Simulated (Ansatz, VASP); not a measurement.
**Two plane-wave programs on InAgTe2**

INCAR

```
ALGO     = Normal         # electronic algorithm
EDIFF    = 1E-6           # SCF threshold, eV
ENCUT    = 500            # plane-wave cutoff, eV
GGA      = PE             # functional
GGA_COMPAT= False        
ISIF     = 2              # what is computed and relaxed
ISMEAR   = -1             # smearing method
LASPH    = True           # aspherical terms in the spheres
LCHARG   = True           # write CHGCAR
LELF     = True           # ELF
LREAL    = False          # projectors in reciprocal space
LVHAR    = True         
LWAVE    = False          # write WAVECAR
NBANDS   = 46             # bands
NELM     = 120            # most SCF steps
PREC     = Accurate       # precision mode
SIGMA    = 0.02           # smearing width, eV
```

The input KPOINTS:

```
k-points
0
Gamma
  4 4 4
```

Contents of POSCAR:

```
InAgTe2
1.0
   -3.3470765417      3.3470765417      6.6365594459
    3.3470765417     -3.3470765417      6.6365594459
    3.3470765417      3.3470765417     -6.6365594459
Ag Te In
2 4 2
Direct
    0.0000000000      0.0000000000      0.0000000000
    0.7500000000      0.2500000000      0.5000000000
    0.3750000000      0.3693298450      0.4943298450
    0.1193298450      0.6250000000     -0.0056701550
    0.8750000000      0.8806701550      0.5056701550
    0.6306701550      0.1250000000      0.0056701550
    0.5000000000      0.5000000000      0.0000000000
    0.2500000000      0.7500000000      0.5000000000
```

Input for Ansatz:

```yaml
crystal:
  lattice:
    - [-3.3470765417, 3.3470765417, 6.6365594459]
    - [3.3470765417, -3.3470765417, 6.6365594459]
    - [3.3470765417, 3.3470765417, -6.6365594459]
  atoms:
    - { symbol: Ag, position: [0.0, 0.0, 0.0] }
    - { symbol: Te, position: [0.375, 0.369329845, 0.494329845] }
    - { symbol: Ag, position: [0.75, 0.25, 0.5] }
    - { symbol: Te, position: [0.119329845, 0.625, -0.005670155] }
    - { symbol: In, position: [0.5, 0.5, 0.0] }
    - { symbol: Te, position: [0.875, 0.880670155, 0.505670155] }
    - { symbol: In, position: [0.25, 0.75, 0.5] }
    - { symbol: Te, position: [0.630670155, 0.125, 0.005670155] }
kpoints:
  mp_grid: { grid: [4, 4, 4] }
hamiltonian:
  xc: pbe
scf:
  occupations: { method: fermi_dirac, width: 0.02 }
  n_extra_bands: 6
output:
  forces: true
  stress: true
  eigenvalues: true
```

Alike in both runs: task single point; functional PBE; k mesh 4 × 4 × 4; occupations fermi-dirac, width 0.02 eV; no spin polarisation.

|  | VASP | Ansatz |
| --- | --- | --- |
| version | VASP 6.6.1 | Ansatz 0.2.0 |
| potentials or method | VASP PAW PBE potentials, release 64 (Ag, Te, In_d) | plane waves, PAW |
| plane-wave cutoff (eV) | 500 | 420 |
| valence electrons in the cell | 72 | 128 |

```tsv
	VASP	Ansatz	Ansatz less VASP
pressure (GPa)	-1.9	-1.9	+0.02
rms of the force components (eV/Å)	0.026	0.028	+0.0021
```

The functional is the same, so the differences come from potentials, cutoffs and numerics. VASP's potentials hold 72 valence electrons a cell and Ansatz's 128, so a difference there can come from the potentials and not from the codes.

Neither program's run includes spin-orbit coupling.
